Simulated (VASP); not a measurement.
C:

```
C
1.0
    -1.44616    1.44616    2.95336
     1.44616   -1.44616    2.95336
     1.44616    1.44616   -2.95336
C
4
Cartesian
  0.9019 -0.5442 2.9534
  0.5442 1.9904 0.0000
  0.5442 0.9019 2.9534
  0.9019 0.5442 0.0000
```

The cell was built from a structure type or drawn by symmetry, and may not be a known phase.

* Program: VASP 6.6.1
* Task: relaxation of cell and atoms
* Functional: PBE
* Potentials or basis: VASP PAW PBE potentials, release 64 (C)
* Cutoff: 600 eV
* k mesh: 8 × 8 × 8
* Occupations: gaussian, width 0.1 eV
* Spin: no spin polarisation

At the start: pressure 111.4 GPa; volume 6.18 Å³/atom.

How do energy, volume and symmetry change on relaxing?

Over 24 steps the energy falls by 1615.5 meV/atom and the volume is 9.31 Å³/atom (+50.8 %); space group I4/mcm (No. 140, to 0.1 Å) before, P4/mmm (No. 123, to 0.1 Å).

Step by step:
```csv
step,energy change (eV),largest force (eV/Å),pressure (GPa),volume (Å³)
1,0.0000,3.2215,111.41,24.71
2,-2.1904,1.6991,-47.54,42.52
3,-4.5585,3.8118,-21.14,33.96
4,-4.5944,4.1238,-12.72,32.93
5,-5.9940,0.6778,-24.29,34.22
6,-6.0626,0.1688,-23.29,34.00
7,-5.8500,0.7998,44.05,29.05
8,-6.3783,0.1887,0.21,31.72
9,-6.3786,0.2005,0.96,31.66
10,-6.3785,0.2098,1.56,31.62
11,-6.3889,0.0016,2.06,31.83
12,-6.3925,0.2460,2.66,32.09
13,-6.3991,0.2560,1.82,32.41
14,-6.4149,0.2858,-0.65,33.37
15,-6.4244,0.3438,-5.16,35.31
16,-6.4279,0.3320,-4.95,35.46
17,-6.4369,0.2967,-4.41,35.88
18,-6.4502,0.2257,-3.23,36.73
19,-6.4581,0.0805,-1.13,38.40
20,-6.4590,0.1217,-1.68,37.93
21,-6.4590,0.1171,-1.64,37.99
22,-6.4604,0.0996,-1.03,37.75
23,-6.4617,0.0625,0.27,37.26
24,-6.4619,0.0386,0.15,37.26
```

Final structure:
```cif
data_structure
_symmetry_space_group_name_H-M 'P 1'
_symmetry_Int_Tables_number 1
_cell_length_a 4.2236
_cell_length_b 4.2236
_cell_length_c 4.2236
_cell_angle_alpha 134.883
_cell_angle_beta 134.883
_cell_angle_gamma 65.712
_cell_volume 37.26
loop_
_atom_site_label
_atom_site_type_symbol
_atom_site_fract_x
_atom_site_fract_y
_atom_site_fract_z
_atom_site_occupancy
C1 C 0.25030 0.75030 0.00060 1
C2 C 0.74970 0.24970 0.99940 1
C3 C 0.75030 0.74970 0.50000 1
C4 C 0.24970 0.25030 0.50000 1
```

Caveat: the volume moved by over 15 % at a fixed basis, so the end points are rough.
